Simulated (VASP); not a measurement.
Runs of VASP 6.6.1 on BaTe. The structure is that of space group Fm-3m (No. 225), or close to it. The cells are those of the table. 

```tsv
cell	gap on the mesh (eV)	pressure (GPa)
relaxed to 3 GPa from a = 4.948 Å, angles 60.0°, 2 atoms	1.77	3.0
relaxed to 30 GPa from a = 4.443 Å, angles 60.0°, 2 atoms	0.62	30.0
relaxed to -3 GPa from a = 5.042 Å, angles 60.0°, 2 atoms	2.16	-3.0
relaxed to 8 GPa from a = 4.734 Å, angles 60.0°, 2 atoms	(a)	8.0
```

Alike in all rows: task relaxation of cell and atoms; level r2SCAN; potentials or basis VASP PAW PBE potentials, release 64 (Ba_sv, Te); no spin polarisation; k mesh 8 × 8 × 8; cutoff (eV) 600; smearing gaussian 0.02 eV.

Task: Estimate the missing entries.

Result: (a) 1.51.

Caveats: the cell is relaxed towards a set pressure, so the run minimises the enthalpy, not the energy; the PAW data sets were made with another functional, which shifts forces and pressure a little; spin-orbit coupling is left out, which moves the levels of the heavy elements.

A k mesh can miss the band edges, and the runs leave out spin-orbit coupling on Ba, Te.
